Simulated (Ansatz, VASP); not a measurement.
# Al3Ir2: VASP beside Ansatz

```
Al Ir
1.0
     0.00000    4.04065    5.70485
     2.19880    0.00000    5.70485
     2.19880    4.04065    0.00000
Al Ir
3 2
Direct
  0.31807 0.31807 0.68193
  0.68193 0.68193 0.31807
  0.00000 0.00000 0.00000
  0.32826 0.67174 0.32826
  0.67174 0.32826 0.67174
```

Alike in both runs: functional PBE; k mesh 10 × 10 × 10; occupations gaussian, width 0.1 eV; no spin polarisation.

Ansatz relaxed the structure, and its values are those at the end. VASP's run is a single point on that final structure, the one shown.

|  | VASP | Ansatz |
| --- | --- | --- |
| version | VASP 6.6.1 | Ansatz 0.2.0 |
| potentials or method | VASP PAW PBE potentials, release 64 (Al, Ir), cutoff 520 eV | scalar-relativistic, plane waves, PAW |
| valence electrons in the cell | 27 | 43 |

Ansatz gave:

```
gap on the k mesh at the Fermi level (eV) : none
pressure (GPa)                            : 0.0
rms of the force components (eV/Å)        : 0.001
```

**Question.** Estimate VASP's values.

**Answer.** gap on the k mesh at the Fermi level (eV): none; pressure (GPa): 0.1; rms of the force components (eV/Å): 0.006.

A gap of «none» marks a metal or a gap that the smearing closes. VASP's potentials hold 27 valence electrons a cell and Ansatz's 43, so a difference there can come from the potentials and not from the codes.

Neither program's run includes spin-orbit coupling.
